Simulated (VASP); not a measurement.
Input of a VASP 6.6.1 run:

INCAR

```
SYSTEM = Al2Au
PREC     = Accurate       ! precision mode
ENCUT    = 520            ! plane-wave cutoff, eV
EDIFF    = 1E-6           ! SCF threshold, eV
ISMEAR   = 0              ! smearing method
SIGMA    = 0.1            ! smearing width, eV
LREAL    = .False.        ! projectors in reciprocal space
LASPH    = .True.         ! aspherical terms in the spheres
NELM     = 80             ! most SCF steps
ALGO     = Fast           ! electronic algorithm
ISIF     = 2              ! what is computed and relaxed
LWAVE    = .False.        ! write WAVECAR
LCHARG   = .False.        ! write CHGCAR
GGA      = PE             ! functional
NBANDS   = 16             ! bands
```

The input KPOINTS:

```
Automatic mesh
0
Gamma
  12 12 12
  0 0 0
```

POSCAR

```
Al2Au
1.0
    0.0000000000      3.0303901778      3.0303901778
    3.0303901778      0.0000000000      3.0303901778
    3.0303901778      3.0303901778      0.0000000000
Al Au
2 1
Direct
    0.2500000000      0.2500000000      0.2500000000
    0.7500000000      0.7500000000      0.7500000000
    0.0000000000      0.0000000000      0.0000000000
```

Potentials or basis: VASP PAW PBE potentials, release 64 (Al, Au).

Run with:

```console
$ cat potpaw_PBE.64/Al/POTCAR potpaw_PBE.64/Au/POTCAR > POTCAR
$ mpirun -np 1 vasp_std > vasp.out
```

Problem. What does it give for the pressure?

Solution. -0.3 GPa.
